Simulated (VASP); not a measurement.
Write the native input for VASP 6.6.1 that does the following.

```yaml
Task: single point
Functional: PBE
Potentials_or_basis: VASP PAW PBE potentials, release 64 (Ba_sv, Te)
Cutoff: 520 eV
k_mesh: 8 × 8 × 8
Occupations: gaussian, width 0.05 eV
Spin: no spin polarisation
Dipole_correction: no
Further_INCAR_settings: ALGO = Normal; EDIFF = 1e-06; NBANDS = 15
```

The structure of BaTe lies in POSCAR:

```
BaTe
1.0
    0.0000000000      3.9144414212      3.9144414212
    3.9144414212      0.0000000000      3.9144414212
    3.9144414212      3.9144414212      0.0000000000
Ba Te
1 1
Direct
    0.0000000000      0.0000000000      0.0000000000
    0.2755464290      0.2755464290      0.2244535710
```

This cell differs from its parent crystal: atom 2 (Te) moved 0.2 Å along z.

The input as run:

INCAR

```
SYSTEM = BaTe
ALGO     = Normal         ! electronic algorithm
EDIFF    = 1E-6           ! SCF threshold, eV
ENCUT    = 520            ! plane-wave cutoff, eV
GGA      = PE             ! functional
ISIF     = 2              ! what is computed and relaxed
ISMEAR   = 0              ! smearing method
LASPH    = .True.         ! aspherical terms in the spheres
LCHARG   = .False.        ! write CHGCAR
LREAL    = .False.        ! projectors in reciprocal space
LWAVE    = .False.        ! write WAVECAR
NBANDS   = 15             ! bands
NELM     = 80             ! most SCF steps
PREC     = Accurate       ! precision mode
SIGMA    = 0.05           ! smearing width, eV
```

KPOINTS

```
k-points
0
Gamma
  8 8 8
  0 0 0
```

Potentials or basis: VASP PAW PBE potentials, release 64 (Ba_sv, Te).

The run is started by

```sh
$ cat potpaw_PBE.64/Ba_sv/POTCAR potpaw_PBE.64/Te/POTCAR > POTCAR
$ mpirun -np 1 vasp_std > vasp.out
```

It gave:

* Pressure: 0.4 GPa
* Largest force: 0.553 eV/Å
* Band gap on the k mesh: 2.52 eV (least direct gap 2.85 eV)

Caveat: the cell differs from its parent crystal (atom 2 (Te) moved 0.2 Å along z); spin-orbit coupling is left out, which moves the levels of the heavy elements.

It took 2 min on 1 thread of Intel(R) Xeon(R) 6975P-C (Granite Rapids), on a shared host, peak memory 0.37 GiB.
